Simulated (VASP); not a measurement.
Re, 4 atoms in the cell. The structure is hexagonal, space group P6_3/mmc (No. 194). Conventional cell: a = 2.766 Å, b = 2.766 Å, c = 8.939 Å, α = 90.00°, β = 90.00°, γ = 120.00°. Re (site symmetry -6m2) has 12 Re at 2.75 to 2.77 Å within 3.6 Å. Re (site symmetry -3m) has 12 Re at 2.75 to 2.77 Å within 3.6 Å. 

```yaml
Program: VASP 6.6.1
Task: single point
Functional: PBE
Potentials_or_basis: VASP PAW PBE potentials, release 64 (Re)
Cutoff: 520 eV
k_mesh: 8 × 8 × 3
Occupations: fermi-dirac, width 0.05 eV
Spin: non-collinear spin, zero start, spin-orbit coupling
Starting_moments: "[[0.0, 0.0, 0.0], [0.0, 0.0, 0.0], [0.0, 0.0, 0.0], [0.0, 0.0, 0.0]] μB"
Dipole_correction: no
Further_INCAR_settings: ALGO = Fast; EDIFF = 1e-06; NBANDS = 42
```

Potentials or basis: VASP PAW PBE potentials, release 64 (Re).

Run with:

```bash
$ cat potpaw_PBE.64/Re/POTCAR > POTCAR
$ mpirun -np 1 vasp_ncl > vasp.out
```

Hardware: 1 thread of Intel(R) Xeon(R) Platinum 8259CL CPU @ 2.50GHz (Skylake/Cascade Lake), on a shared host.

Task: How long does it take, and how much memory?

Result: Run time: 8.1 min on 1 thread of Intel(R) Xeon(R) Platinum 8259CL CPU @ 2.50GHz (Skylake/Cascade Lake), on a shared host, peak memory 0.39 GiB. Counts: scf iterations 27, k points 20.
